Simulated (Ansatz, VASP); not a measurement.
**Cd: VASP beside Ansatz**

```
Cd
1.0
     2.94421    0.00000    0.00000
    -1.47211    2.54976    0.00000
     0.00000    0.00000    5.61031
Cd
2
Direct
  0.33333 0.66667 0.25000
  0.66667 0.33333 0.75000
```

Alike in both runs: task single point; functional PBEsol; k mesh 24 × 24 × 10; occupations gaussian, width 0.1 eV; no spin polarisation.

|  | VASP | Ansatz |
| --- | --- | --- |
| version | VASP 6.6.1 | Ansatz 0.2.0 |
| potentials or method | VASP PAW PBE potentials, release 64 (Cd), cutoff 520 eV | scalar-relativistic, plane waves, PAW |
| valence electrons in the cell | 24 | 40 |

Ansatz gave:

- gap on the k mesh at the Fermi level (eV): none
- pressure (GPa): 0.0
- traceless stress, the component that is largest in VASP (GPa): -0.28

Estimate VASP's values.

gap on the k mesh at the Fermi level (eV): none; pressure (GPa): 0.5; traceless stress, the component that is largest in VASP (GPa): -0.45.

VASP's potentials were made for PBE, not for PBEsol. A gap of «none» marks a metal or a gap that the smearing closes. VASP's potentials hold 24 valence electrons a cell and Ansatz's 40, so a difference there can come from the potentials and not from the codes.
